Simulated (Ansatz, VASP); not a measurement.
## Ti2C: VASP beside Ansatz

```
Ti C
1.0
     1.54070    0.88952    4.81377
    -1.54070    0.88952    4.81377
     0.00000   -1.77905    4.81377
Ti C
2 1
Cartesian
  0.0000 0.0000 3.5453
  0.0000 0.0000 10.8960
  0.0000 0.0000 7.2207
```

Alike in both runs: task single point; functional r2SCAN; k mesh 9 × 9 × 9; occupations gaussian, width 0.4 eV; no spin polarisation.

```csv
,VASP,Ansatz
version,VASP 6.6.1,Ansatz 0.2.0
potentials or method,"VASP PAW PBE potentials, release 64 (Ti_sv, C), cutoff 520 eV","scalar-relativistic, plane waves, PAW"
valence electrons in the cell,28,28
```

```tsv
	VASP	Ansatz	Ansatz less VASP
gap on the k mesh at the Fermi level (eV)	none	none	-
pressure (GPa)	0.7	0.0	-0.72
traceless stress, the component that is largest in VASP (GPa)	0.55	0.57	+0.027
rms of the force components (eV/Å)	0.023	0.017	-0.0066
```

VASP's potentials were made for PBE, not for r2SCAN. Atom by atom the forces differ by 0.040 eV/Å (rms over components). A gap of «none» marks a metal or a gap that the smearing closes.
